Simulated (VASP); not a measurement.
A run of VASP 6.6.1 is set up as follows.

File POSCAR:

```
CaO
1.0
    0.0000000000      2.3975501136      2.3975501136
    2.3975501136      0.0000000000      2.3975501136
    2.3975501136      2.3975501136      0.0000000000
Ca O
1 1
Direct
    0.0000000000      0.0000000000      0.0000000000
    0.5000000000      0.5000000000      0.5000000000
```

The input INCAR.step1:

```
SYSTEM = CaO
ALGO = Normal ; EDIFF = 1E-4
ENCUT = 520 ; GGA = PE
ISMEAR = 0 ; LASPH = .True.
LCHARG = .False. ; LREAL = .False.
LWAVE = .True. ; NBANDS = 15
NELM = 100 ; PREC = Accurate
SIGMA = 0.01
```

INCAR.step2

```
SYSTEM = CaO
ALGO = Normal ; EDIFF = 1E-7
ENCUT = 520 ; ISIF = 2
ISMEAR = 0 ; ISTART = 1
LASPH = .True. ; LCHARG = .False.
LMIXTAU = .True. ; LREAL = .False.
LWAVE = .False. ; METAGGA = R2SCAN
NBANDS = 15 ; NELM = 100
PREC = Accurate ; SIGMA = 0.01
```

File KPOINTS:

```
k-points
0
Gamma
  6 6 6
  0 0 0
```

Potentials or basis: VASP PAW PBE potentials, release 64 (Ca_sv, O).

Run with:

```console
$ cat potpaw_PBE.64/Ca_sv/POTCAR potpaw_PBE.64/O/POTCAR > POTCAR
$ cp INCAR.step1 INCAR
$ mpirun -np 1 vasp_std > vasp.out
$ cp INCAR.step2 INCAR
$ mpirun -np 1 vasp_std > vasp.out
```

(1) What does it give for the band gap on the k mesh?

(2) Estimate the pressure.

Answers

(1) 4.19 eV, indirect (least direct gap 4.56 eV).

(2) 1.1 GPa.

Caveat: the PAW data sets were made with another functional, which shifts forces and pressure a little.
